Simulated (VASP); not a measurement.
A run of VASP 6.6.1 is set up as follows.

Contents of POSCAR:

```
Ce3Sn
1.0
    4.6960471256      0.0000000000      0.0000000000
    0.0000000000      4.6960471256      0.0000000000
    0.0000000000      0.0000000000      4.6960471256
Ce Sn
3 1
Direct
    0.0000000000      0.5000000000      0.5000000000
    0.5000000000      0.5000000000      0.0000000000
    0.5000000000      0.0000000000      0.5000000000
    0.0000000000      0.0000000000      0.0000000000
```

INCAR.step1

```
  ALGO = Normal
  EDIFF = 1E-6
  ENCUT = 520
  GGA = PS
  ISIF = 2
  ISMEAR = 0
  ISPIN = 2
  LASPH = T
  LCHARG = T
  LMAXMIX = 6
  LREAL = F
  LWAVE = F
  MAGMOM = 0.79 0.79 0.79 0
  NBANDS = 37
  NELM = 150
  PREC = Accurate
  SIGMA = 0.05
```

File KPOINTS.step1:

```
k-points
0
Gamma
  6 6 6
```

Contents of INCAR.step2:

```
  ALGO = Normal
  EDIFF = 1E-6
  ENCUT = 520
  GGA = PS
  ICHARG = 11
  ISIF = 2
  ISMEAR = -5
  ISPIN = 2
  LASPH = T
  LCHARG = F
  LMAXMIX = 6
  LORBIT = 11
  LREAL = F
  LWAVE = F
  MAGMOM = 0.79 0.79 0.79 0
  NEDOS = 1001
  NELM = 150
  PREC = Accurate
  SIGMA = 0.05
```

KPOINTS.step2

```
k-points
0
Gamma
  9 9 9
```

Potentials or basis: VASP PAW PBE potentials, release 64 (Ce, Sn_d).

The run is started by

```bash
$ cat potpaw_PBE.64/Ce/POTCAR potpaw_PBE.64/Sn_d/POTCAR > POTCAR
$ cp INCAR.step1 INCAR
$ cp KPOINTS.step1 KPOINTS
$ mpirun -np 1 vasp_std > vasp.out
$ cp INCAR.step2 INCAR
$ cp KPOINTS.step2 KPOINTS
$ mpirun -np 1 vasp_std > vasp.out
```

**Question.** Estimate the site moments.

**Answer.** Ce +0.68; Sn -0.02 μB.

**Question.** Predict the net moment.

**Answer.** 2.49 μB per cell.

Caveat: the magnetic or orbital state may not be the lowest. The state reached can hang on the start; a lower one may exist.
